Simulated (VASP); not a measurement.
Wanted: the native input for a VASP 6.6.1 run.

| Property | Result |
| --- | --- |
| Task | single point |
| Functional | PBEsol-based screened hybrid with 25 % exact exchange |
| Potentials or basis | VASP PAW PBE potentials, release 64 (Ge_d) |
| Cutoff | 520 eV |
| k mesh | 4 × 4 × 4 |
| Occupations | fermi-dirac, width 0.05 eV |
| Spin | no spin polarisation |
| Dipole correction | no |
| Grid for exact exchange (PRECFOCK) | Normal |
| Share of exact exchange | 0.25 |
| Further INCAR settings | ALGO = Normal; EDIFF = 1e-07; NBANDS = 21 |
| Screening parameter | 0.207 1/Å |

The system is Ge.

```
CELL_PARAMETERS angstrom
0.00000 2.77116 2.77116
2.77116 0.00000 2.77116
2.77116 2.77116 0.00000
ATOMIC_POSITIONS crystal
Ge 0.75000 0.75000 0.75000
Ge 0.50000 0.50000 0.50000
```

One way to write it, as run:

POSCAR

```
Ge
1.0
    0.0000000000      2.7711609388      2.7711609388
    2.7711609388      0.0000000000      2.7711609388
    2.7711609388      2.7711609388      0.0000000000
Ge
2
Direct
    0.7500000000      0.7500000000      0.7500000000
    0.5000000000      0.5000000000      0.5000000000
```

INCAR.step1

```
PREC = Accurate
ENCUT = 520
EDIFF = 1E-5
ISMEAR = -1
SIGMA = 0.05
LREAL = False
LASPH = True
NELM = 60
ALGO = Normal
ISIF = 2
LWAVE = True
LCHARG = False
GGA = PE
NBANDS = 21
```

INCAR.step2

```
PREC = Accurate
ENCUT = 520
EDIFF = 1E-7
ISMEAR = -1
SIGMA = 0.05
LREAL = False
LASPH = True
NELM = 60
ALGO = Normal
ISIF = 2
LWAVE = False
LCHARG = False
GGA = PS
LHFCALC = True
AEXX = 0.25
HFSCREEN = 0.207
PRECFOCK = Normal
ISTART = 1
NBANDS = 21
```

KPOINTS

```
Automatic mesh
0
Gamma
  4 4 4
```

Potentials or basis: VASP PAW PBE potentials, release 64 (Ge_d).

Run with:

```bash
$ cat potpaw_PBE.64/Ge_d/POTCAR > POTCAR
$ cp INCAR.step1 INCAR
$ mpirun -np 1 vasp_std > vasp.out
$ cp INCAR.step2 INCAR
$ mpirun -np 1 vasp_std > vasp.out
```

Results of the run:

| Property | Result |
| --- | --- |
| Pressure | 4.5 GPa |
| Band gap on the k mesh | 1.05 eV (least direct gap 1.54 eV) |

Caveat: the k points lie up to 0.49 Å⁻¹ apart; the PAW data sets were made with another functional, which shifts forces and pressure a little.

It took 23 min on 1 thread of AMD EPYC 7R13 Processor (Zen 3), on a shared host, peak memory 0.26 GiB.
